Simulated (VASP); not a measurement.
Br:

```
Br
1.0
     4.33531    0.00000    0.00000
    -2.16765    3.75449    0.00000
     0.00000    0.00000    4.19023
Br
2
Direct
  0.66667 0.33333 0.00000
  0.33333 0.66667 0.00000
```

The cell was generated, and may not be a known phase.

```yaml
Program: VASP 6.6.1
Task: relaxation of cell and atoms
Functional: PBE
Potentials_or_basis: VASP PAW PBE potentials, release 64 (Br)
Cutoff: 600 eV
k_mesh: 6 × 6 × 4
Occupations: gaussian, width 0.1 eV
Spin: no spin polarisation
```

At the start: pressure 13.1 GPa; volume 34.10 Å³/atom.

Q: How do energy, volume and symmetry change on relaxing?

A: Over 9 steps the energy falls by 450.3 meV/atom and the volume is 48.74 Å³/atom (+42.9 %); space group P6/mmm (No. 191, to 0.1 Å) before and after.

Step by step:
| step | energy change (eV) | largest force (eV/Å) | pressure (GPa) | volume (Å³) |
| --- | --- | --- | --- | --- |
| 1 | 0.0000 | 0.0000 | 13.08 | 68.20 |
| 2 | -0.7696 | 0.0000 | -2.03 | 98.53 |
| 3 | -0.8909 | 0.0000 | 0.32 | 87.10 |
| 4 | -0.8915 | 0.0000 | 0.05 | 87.98 |
| 5 | -0.8915 | 0.0000 | 0.21 | 87.56 |
| 6 | -0.8925 | 0.0000 | 0.17 | 88.01 |
| 7 | -0.8949 | 0.0000 | 0.14 | 89.36 |
| 8 | -0.8983 | 0.0000 | 0.09 | 92.07 |
| 9 | -0.9007 | 0.0000 | 0.03 | 97.48 |

Final structure:
```
Br
1.0
     4.90628    0.00000    0.00000
    -2.45314    4.24896    0.00000
     0.00000    0.00000    4.67588
Br
2
Direct
  0.66667 0.33333 0.00000
  0.33333 0.66667 0.00000
```

Caveat: the k points lie up to 0.34 Å⁻¹ apart in the final cell; the volume moved by over 15 % at a fixed basis, so the end points are rough; this functional lacks dispersion, which binds layers or chains, so the pressure and a relaxed spacing across them are unreliable.
